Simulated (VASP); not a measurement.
C:

```
C
1.0
     2.52210    0.00000    0.00000
    -1.26105    2.18420    0.00000
     0.00000    0.00000    8.23710
C
8
Direct
  0.66667 0.33333 0.84375
  0.33333 0.66667 0.34375
  0.66667 0.33333 0.65625
  0.33333 0.66667 0.15625
  0.00000 0.00000 0.90625
  0.00000 0.00000 0.40625
  0.00000 0.00000 0.59375
  0.00000 0.00000 0.09375
```

Base run:

```yaml
Program: VASP 6.6.1
Functional: PBE exchange alone
Potentials_or_basis: VASP PAW PBE potentials, release 64 (C)
Cutoff: 520 eV
k_mesh: 12 × 12 × 4
Occupations: fermi-dirac, width 0.05 eV
Spin: no spin polarisation
```

Its results: band gap on the k mesh 4.77 eV (least direct gap 5.33 eV); pressure 32.9 GPa; largest force 0.347 eV/Å.

Task: After a change of settings the same cell gave: band gap on the k mesh 4.37 eV (least direct gap 5.13 eV); pressure -11.1 GPa; largest force 0.332 eV/Å. Which change was it?
A. functional from PBE exchange alone to RPBE
B. functional from PBE exchange alone to revPBE; further incar settings from ALGO = Normal; EDIFF = 1e-07; NBANDS = 26 to ALGO = Normal; EDIFF = 1e-06; NBANDS = 26
C. functional from PBE exchange alone to LDA; potentials or basis from VASP PAW PBE potentials, release 64 (C) to VASP PAW LDA potentials, release 64 (C)

Result: C.

Caveats: the stress differs along the axes, from 29 to 41 GPa (at least some runs); the stress differs along the axes, from -15 to -3 GPa (at least some runs).
